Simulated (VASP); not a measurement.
# Sb (R-3m) in VASP: a series of runs, part 2 of 2

VASP 6.6.1. The steps go on from the part before.

## (4) Single point, PBE

INCAR

```
SYSTEM = Sb
PREC = Accurate
ENCUT = 520
EDIFF = 1E-6
ISMEAR = -1
SIGMA = 0.3
LREAL = .FALSE.
LASPH = .TRUE.
NELM = 100
ALGO = Normal
ISIF = 2
LWAVE = .FALSE.
LCHARG = .TRUE.
GGA = PE
LELF = .TRUE.
LVHAR = .TRUE.
NBANDS = 12
```

KPOINTS

```
Automatic mesh
0
G
  9 9 9
  0 0 0
```

POSCAR

```
Sb
1.0
    2.1879029667      1.2631863668      3.8431731385
   -2.1879029667      1.2631863668      3.8431731385
    0.0000000000     -2.5263727336      3.8431731385
Sb
2
Direct
    0.2326795448      0.2326795448      0.2326795448
    0.7673204552      0.7673204552      0.7673204552
```

Potentials or basis: VASP PAW PBE potentials, release 64 (Sb).

On the command line:

```sh
cat potpaw_PBE.64/Sb/POTCAR > POTCAR
mpirun -np 1 vasp_std > vasp.out
```

OUTCAR:

```text
SYSTEM = Sb
   PREC = Accurate
   ENCUT = 520
   EDIFF = 1E-6
   ISMEAR = -1
   LREAL = .FALSE.
   LASPH = .TRUE.
   NELM = 100
   ISIF = 2
   GGA = PE

 ion  position               nearest neighbor table
   1  0.233  0.233  0.233-   2 2.95   2 2.95   2 2.95   2 3.43   2 3.43   2 3.43
   2  0.767  0.767  0.767-   1 2.95   1 2.95   1 2.95   1 3.43   1 3.43   1 3.43

  LATTYP: Found a trigonal (rhomboedric) cell.
 ALAT       =     4.5991889460
 COS(alpha) =     0.5473905614

  Lattice vectors:

 A1 = (   2.1879029667,   1.2631863668,   3.8431731385)
 A2 = (  -2.1879029667,   1.2631863668,   3.8431731385)
 A3 = (   0.0000000000,  -2.5263727336,   3.8431731385)

Analysis of symmetry for initial positions (statically):
=====================================================================
 Subroutine PRICEL returns:
 Original cell was already a primitive cell.

 Routine SETGRP: Setting up the symmetry group for a
 trigonal (rhombohedral) supercell.

 Subroutine GETGRP returns: Found 12 space group operations
 (whereof 12 operations were pure point group operations)
 out of a pool of 12 trial point group operations.

The static configuration has the point symmetry D_3d.

Analysis of symmetry for dynamics (positions and initial velocities):
=====================================================================
 Subroutine PRICEL returns:
 Original cell was already a primitive cell.

 Routine SETGRP: Setting up the symmetry group for a
 trigonal (rhombohedral) supercell.

 Subroutine GETGRP returns: Found 12 space group operations
 (whereof 12 operations were pure point group operations)
 out of a pool of 12 trial point group operations.

The dynamic configuration has the point symmetry D_3d.

 Subroutine INISYM returns: Found 12 space group operations
 (whereof 12 operations are pure point group operations),
 and found     1 'primitive' translations

[... 121 lines left out ...]
   AEXX    =    0.0000 exact exchange contribution
   IVDW    =     0    specifies the selected vdW correction
   LEPSILON=     F    determine dielectric tensor
   LRPA    =     F    only Hartree local field effects (RPA)
 non-spin polarized calculation
  energy-cutoff  :      520.00
  volume of cell :       63.73
 maximum number of plane-waves:      1737
 NGX is ok and might be reduce to    36
   NGX = 17   NGY = 17   NGZ = 17

 number of electron      10.0000000 magnetization

 Free energy of the ion-electron system (eV)
  ---------------------------------------------------
  ext. energy  EPLUGINS =         0.00000000
  ---------------------------------------------------
  free energy    TOTEN  =        -8.35738038 eV

  energy without entropy =       -8.14097372  energy(sigma->0) =       -8.24917705

 E-fermi :   6.5268     XC(G=0):  -9.3010

 val. band max:        6.4801630228   @ k =   0.3333   0.2222   0.2222
 cond. band min:       6.6480064212   @ k =   0.4444   0.0000  -0.0000
 fundamental gap:      0.1678433985
 Fermi energy:         6.5268045657

 k-point     1 :       0.0000    0.0000    0.0000
  band No.  band energies     occupation
      1      -5.7084      2.00000
      2       1.5611      2.00000
      3       4.6783      1.99579
      4       4.9305      1.99027
      5       4.9305      1.99027
      6       8.5845      0.00210
      7       9.2120      0.00026
      8       9.2120      0.00026
      9      11.8052      0.00000
     10      11.8052      0.00000
     11      11.9408      0.00000
     12      13.3417      0.00000
[... 331 lines left out ...]
 k-point    24 :       0.4444    0.4444   -0.0000
  band No.  band energies     occupation
      1      -3.6579      2.00000
      2      -1.2449      2.00000
      3       1.6786      2.00000
      4       3.1788      1.99997
      5       3.2358      1.99997
      6       8.3089      0.00525
      7      11.2046      0.00000
      8      11.8652      0.00000
      9      12.6524      0.00000
     10      15.0538      0.00000
     11      16.0284      0.00000
     12      17.1782      0.00000

 [... further k-points ...]

------------------------ aborting loop because EDIFF is reached ----------------------------------------

  FORCE on cell =-STRESS in cart. coord.  units (eV):
  Direction    XX          YY          ZZ          XY          YZ          ZX
  --------------------------------------------------------------------------------------
  -------------------------------------------------------------------------------------
  Total        0.0674861      0.0674861      0.0971263      0.0000000     -0.0000000      0.0000000
  in kB        1.6966333      1.6966333      2.4418025      0.0000000     -0.0000000      0.0000000
  external PRESSURE =       1.9450231 kB  Pullay stress =       0.0000000 kB

 VOLUME and BASIS-vectors are now :
 -----------------------------------------------------------------------------
  energy-cutoff  :      520.00
  volume of cell :       63.73
      direct lattice vectors                 reciprocal lattice vectors
     2.187902967  1.263186367  3.843173139     0.228529330  0.131941470  0.086733884
    -2.187902967  1.263186367  3.843173139    -0.228529330  0.131941470  0.086733884
     0.000000000 -2.526372734  3.843173139     0.000000000 -0.263882941  0.086733884

 POSITION                                       TOTAL-FORCE (eV/Angst)
 -----------------------------------------------------------------------------------
      0.00000      0.00000      2.68268         0.000000      0.000000      0.167636
      0.00000      0.00000      8.84684         0.000000     -0.000000     -0.167636
 -----------------------------------------------------------------------------------
    total drift:                               -0.000000     -0.000000     -0.000000

  FREE ENERGIE OF THE ION-ELECTRON SYSTEM (eV)
  ---------------------------------------------------
  free  energy   TOTEN  =        -8.3573803784 eV

  energy  without entropy=       -8.1409737195  energy(sigma->0) =       -8.24917705
```

stdout:

```text
POSCAR found type information on POSCAR Sb
 POSCAR found :  1 types and       2 ions
 scaLAPACK will be used
 LDA part: xc-table for (Slater+PW92), standard interpolation
 POSCAR, INCAR and KPOINTS ok, starting setup
 FFT: planning ... GRIDC
 FFT: planning ... GRID_SOFT
 FFT: planning ... GRID
 WAVECAR not read
 entering main loop
```

Wall time 33 s (1 thread of Intel Xeon Platinum 8488C (Sapphire Rapids), shared host); peak memory 0.23 GiB.

What came out:

| Property | Result |
| --- | --- |
| Free energy | -8.3574 eV |
| Pressure | 0.2 GPa |
| Largest force | 0.168 eV/Å |

Forces in eV/Å, atoms in the order of the input:
```
Sb   0.000  0.000  0.168
Sb   0.000  0.000 -0.168
```

Levels at points of the mesh, in eV from the Fermi level:
```
           k point  band 3  band 4  band 5  band 6  band 7  band 8
(0.00, 0.00, 0.00)   -1.85   -1.60   -1.60    2.06    2.69    2.69
```

Caveat: spin-orbit coupling is left out, which moves the levels of the heavy elements.

## (5) The runs side by side

```tsv
smearing	pressure (GPa)	largest force (eV/Å)
fermi-dirac 0.03 eV	0.1	0.03
fermi-dirac 0.2 eV	0.1	0.09
fermi-dirac 0.3 eV	0.2	0.17
```

Alike in all rows: task single point; level PBE; potentials or basis VASP PAW PBE potentials, release 64 (Sb); no spin polarisation; cell as given; k mesh 9 × 9 × 9; cutoff (eV) 520.

Caveats: spin-orbit coupling is left out, which moves the levels of the heavy elements.

Absolute energies hang on the potentials; compare differences alone.
